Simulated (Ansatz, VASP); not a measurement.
One calculation of AlN, two programs

```
CELL_PARAMETERS angstrom
3.08874 0.00000 0.00000
-1.54437 2.67493 0.00000
0.00000 0.00000 4.94377
ATOMIC_POSITIONS crystal
Al 0.30141 0.64738 0.00152
Al 0.69859 0.35262 0.50152
N 0.36182 0.68388 0.38348
N 0.63818 0.31612 0.88348
```

Change from the starting cell: mode 4 frozen in at -0.069 Å and mode 5 at -0.052 Å (largest displacements).

Alike in both runs: task single point; functional LDA; k mesh 9 × 9 × 6; occupations gaussian, width 0.05 eV; no spin polarisation.

|  | VASP | Ansatz |
| --- | --- | --- |
| version | VASP 6.6.1 | Ansatz 0.2.0 |
| potentials or method | VASP PAW LDA potentials, release 64 (Al, N), cutoff 520 eV | scalar-relativistic, plane waves, PAW |
| valence electrons in the cell | 16 | 16 |

Ansatz gave:

| Quantity | Value |
| --- | --- |
| gap on the k mesh at the Fermi level (eV) | 4.33 |
| least direct gap on the mesh (eV) | 4.33 |
| pressure (GPa) | -0.2 |
| traceless stress, the component that is largest in VASP (GPa) | -0.60 |
| rms of the force components (eV/Å) | 0.232 |

Estimate VASP's values.

gap on the k mesh at the Fermi level (eV): 4.33; least direct gap on the mesh (eV): 4.33; pressure (GPa): 0.4; traceless stress, the component that is largest in VASP (GPa): -0.58; rms of the force components (eV/Å): 0.232.

LDA's correlation is that of Perdew and Zunger in VASP and of Perdew and Wang (1992) in Ansatz. Atom by atom the forces differ by 0.002 eV/Å (rms over components).
